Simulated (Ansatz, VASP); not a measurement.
AlP: VASP beside Ansatz

```
CELL_PARAMETERS angstrom
0.00000 2.70781 2.70781
2.70781 0.00000 2.70781
2.70781 2.70781 0.00000
ATOMIC_POSITIONS crystal
Al 0.00000 0.00000 0.00000
P 0.25000 0.25000 0.25000
```

Change from the starting cell: strained cell.

Alike in both runs: functional PBEsol; k mesh 8 × 8 × 8; occupations gaussian, width 0.02 eV; no spin polarisation.

Ansatz relaxed the structure, and its values are those at the end. VASP's run is a single point on that final structure, the one shown.

|  | VASP | Ansatz |
| --- | --- | --- |
| version | VASP 6.6.1 | Ansatz 0.2.0 |
| potentials or method | VASP PAW PBE potentials, release 64 (Al, P), cutoff 500 eV | scalar-relativistic, plane waves, PAW |
| valence electrons in the cell | 8 | 8 |

```tsv
	VASP	Ansatz	Ansatz less VASP
gap on the k mesh at the Fermi level (eV)	1.39	1.39	+0.003
least direct gap on the mesh (eV)	3.41	3.40	-0.007
pressure (GPa)	2.8	2.8	-0.05
```

VASP's potentials were made for PBE, not for PBEsol, and Ansatz warns of the same on its side. Ansatz's warnings: stress scf threshold loose.
